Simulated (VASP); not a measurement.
## Te2Mo: relaxation of cell and atoms with PBE+D3(BJ)

Te2Mo:

```xyz
3
Lattice="3.4942 0.0000 0.0000 -1.7471 3.0261 0.0000 0.0000 0.0000 7.6699" Properties=species:S:1:pos:R:3 pbc="T T T"
Te    0.0000    2.0174    5.8501
Te    0.0000    2.0174    1.8198
Mo    0.0000    0.0000    0.0000
```

| Quantity | Value |
| --- | --- |
| Program | VASP 6.6.1 |
| Task | relaxation of cell and atoms |
| Functional | PBE |
| Dispersion | D3(BJ) |
| Potentials or basis | VASP PAW PBE potentials, release 64 (Te, Mo_sv) |
| Cutoff | 600 eV |
| k mesh | 12 × 12 × 4 |
| Occupations | gaussian, width 0.02 eV |
| Spin | no spin polarisation |
| Dipole correction | no |
| Further INCAR settings | ALGO = Normal; EDIFF = 1e-06; IBRION = 2; EDIFFG = -0.005; NSW = 100; ISIF = 3 |

- Relaxed volume: 26.86 Å³/atom
- Relaxed cell: a = 3.493 Å, b = 3.493 Å, c = 7.624 Å, α = 90.00°, β = 90.00°, γ = 120.00°
- Space group after relaxing (to 0.1 Å): P-6m2 (No. 187)
- Energy gained by relaxing: 0.2 meV/atom
- Ionic steps: 12
- Pressure after relaxing: 0.0 GPa
- Largest force after relaxing: 0.004 eV/Å
- Band gap on the k mesh: 0.93 eV (least direct gap 1.18 eV)
- Dispersion energy per atom: -0.500 eV

Forces on the atoms (eV/Å):
```
Te   0.000  0.000 -0.004
Te   0.000  0.000  0.004
Mo   0.000  0.000  0.000
```

Step by step:
```
step  energy change (eV)  largest force (eV/Å)  pressure (GPa)  volume (Å³)
   1              0.0000                0.0209           -0.06        81.10
   2             -0.0001                0.0368            0.03        80.99
   3             -0.0001                0.0555            0.13        80.86
   4             -0.0001                0.0534            0.12        80.85
   5             -0.0002                0.0476            0.10        80.81
   6             -0.0003                0.0362            0.06        80.75
   7             -0.0004                0.0140           -0.03        80.61
   8             -0.0004                0.0195            0.01        80.64
   9             -0.0004                0.0098           -0.02        80.65
  10             -0.0005                0.0043           -0.06        80.66
  11             -0.0005                0.0001           -0.03        80.61
  12             -0.0005                0.0043            0.02        80.57
```

Final structure:
```xyz
3
Lattice="3.4932 0.0000 0.0000 -1.7466 3.0252 0.0000 0.0000 0.0000 7.6241" Properties=species:S:1:pos:R:3 pbc="T T T"
Te    0.0000    2.0168    5.8039
Te    0.0000    2.0168    1.8202
Mo    0.0000    0.0000    0.0000
```

Levels at points of the mesh, in eV from the valence-band top:
```
           k point  band 11  band 12  band 13  band 14  band 15  band 16
(0.00, 0.00, 0.00)    -0.99    -0.85    -0.85     3.24     3.24     3.38
(0.50, 0.00, 0.00)    -1.37    -1.04    -0.29     1.47     1.60     3.46
(0.00, 0.00, 0.50)    -0.86    -0.86    -0.24     3.12     3.12     3.53
(0.50, 0.00, 0.50)    -2.27    -0.62    -0.19     1.49     1.88     2.79
```

Wall time 5 min on 1 thread of Intel(R) Xeon(R) Platinum 8488C (Sapphire Rapids) (shared host), peak memory 0.3 GiB.

Caveat: spin-orbit coupling is left out, which moves the levels of the heavy elements. A k mesh can miss the band edges.
